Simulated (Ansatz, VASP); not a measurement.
One calculation of NaHF2, two programs

```
Na H F
1.0
     1.69772    0.98018    4.56924
    -1.69772    0.98018    4.56924
     0.00000   -1.96035    4.56924
Na H F
1 1 2
Cartesian
  0.0000 0.0000 0.0000
  0.0000 0.0000 6.8539
  0.0000 0.0000 5.7194
  0.0000 0.0000 7.9883
```

Alike in both runs: task single point; functional PBEsol; dispersion D3(BJ); k mesh 6 × 6 × 6; no spin polarisation.

|  | VASP | Ansatz |
| --- | --- | --- |
| version | VASP 6.6.1 | Ansatz 0.2.0 |
| potentials or method | VASP PAW PBE potentials, release 64 (Na_pv, H, F) | plane waves |
| plane-wave cutoff (eV) | 520 | 420 |
| occupations | gaussian, width 0.01 eV | fixed |
| valence electrons in the cell | 22 | 24 |

|  | VASP | Ansatz | Ansatz less VASP |
| --- | --- | --- | --- |
| gap on the k mesh at the Fermi level (eV) | 7.04 | 7.07 | +0.024 |
| pressure (GPa) | 0.8 | 0.8 | 0.00 |
| traceless stress, the component that is largest in VASP (GPa) | 0.96 | 0.52 | -0.439 |
| rms of the force components (eV/Å) | 0.070 | 0.046 | -0.0238 |

VASP's potentials were made for PBE, not for PBEsol. Atom by atom the forces differ by 0.024 eV/Å (rms over components). VASP's potentials hold 22 valence electrons a cell and Ansatz's 24, so a difference there can come from the potentials and not from the codes.
